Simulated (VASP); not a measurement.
Input of a VASP 6.6.1 run:

INCAR

```
SYSTEM = Ca
PREC     = Accurate       ! precision mode
ENCUT    = 520            ! plane-wave cutoff, eV
EDIFF    = 1E-7           ! SCF threshold, eV
ISMEAR   = 0              ! smearing method
SIGMA    = 0.15           ! smearing width, eV
LREAL    = .FALSE.        ! projectors in reciprocal space
LASPH    = .TRUE.         ! aspherical terms in the spheres
NELM     = 60             ! most SCF steps
ALGO     = Normal         ! electronic algorithm
ISIF     = 2              ! what is computed and relaxed
LWAVE    = .FALSE.        ! write WAVECAR
LCHARG   = .TRUE.         ! write CHGCAR
GGA      = PS             ! functional
LELF     = .TRUE.         ! ELF
LVHAR    = .TRUE.       
NBANDS   = 11             ! bands
```

The input KPOINTS:

```
Automatic mesh
0
G
  16 16 16
  0 0 0
```

The input POSCAR:

```
Ca
1.0
   -2.1504000000      2.1504000000      2.1504000000
    2.1504000000     -2.1504000000      2.1504000000
    2.1504000000      2.1504000000     -2.1504000000
Ca
1
Direct
    0.0000000000      0.0000000000      0.0000000000
```

Potentials or basis: VASP PAW PBE potentials, release 64 (Ca_sv).

The run is started by

```bash
$ cat potpaw_PBE.64/Ca_sv/POTCAR > POTCAR
$ mpirun -np 1 vasp_std > vasp.out
```

Problem. Predict the band gap on the k mesh.

Solution. Zero (band 5 reaches 2.52 eV, above the bottom of band 6 at 2.15 eV).

Problem. Estimate the pressure.

Solution. 0.3 GPa.

Caveat: the cell differs from its parent crystal (strain -0.040 along x and y, -0.040 along z); the PAW data sets were made with another functional, which shifts forces and pressure a little.
